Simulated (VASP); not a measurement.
Here is a VASP 6.6.1 calculation.

The input INCAR:

```
SYSTEM = FeCo
PREC = Accurate
ENCUT = 600
EDIFF = 1E-8
ISMEAR = -1
SIGMA = 0.05
LREAL = .FALSE.
LASPH = .TRUE.
NELM = 200
ALGO = Normal
ISIF = 3
LWAVE = .FALSE.
LCHARG = .FALSE.
ISPIN = 2
MAGMOM = 2.7 1.8
LORBIT = 11
LMAXMIX = 4
GGA = PS
NBANDS = 20
IBRION = 6
NFREE = 2
POTIM = 0.015
NSW = 1
GGA_COMPAT = .FALSE.
KPAR = 4
```

File KPOINTS:

```
regular mesh
0
G
  16 16 16
  0 0 0
```

Contents of POSCAR:

```
FeCo
1.0
    2.7623995721      0.0000000000      0.0000000000
    0.0000000000      2.7623995721      0.0000000000
    0.0000000000      0.0000000000      2.7623995721
Fe Co
1 1
Direct
    0.5000000000      0.5000000000      0.5000000000
    0.0000000000      0.0000000000      0.0000000000
```

Potentials or basis: VASP PAW PBE potentials, release 64 (Fe, Co).

The run is started by

```bash
$ cat potpaw_PBE.64/Fe/POTCAR potpaw_PBE.64/Co/POTCAR > POTCAR
$ mpirun -np 4 vasp_std > vasp.out
```

Question: Estimate the elastic constants C11, C12, C44.

Answer: 338, 214, 166 GPa.

Question: What does it give for the Voigt bulk modulus?

Answer: 255 GPa.

Question: Estimate the net moment.

Answer: 4.38 μB per cell.

Question: What does it give for the highest phonon frequency at Γ?

Answer: 266 cm⁻¹.

Elastic tensor in Voigt notation (GPa, in the Cartesian axes of the cell as first typed):
```
338 214 214   0   0   0
214 338 214   0   0   0
214 214 338   0   0   0
  0   0   0 166   0   0
  0   0   0   0 166   0
  0   0   0   0   0 166
```

Caveat: the cell is under stress, which shifts elastic constants; the PAW data sets were made with another functional, which shifts forces and pressure a little.
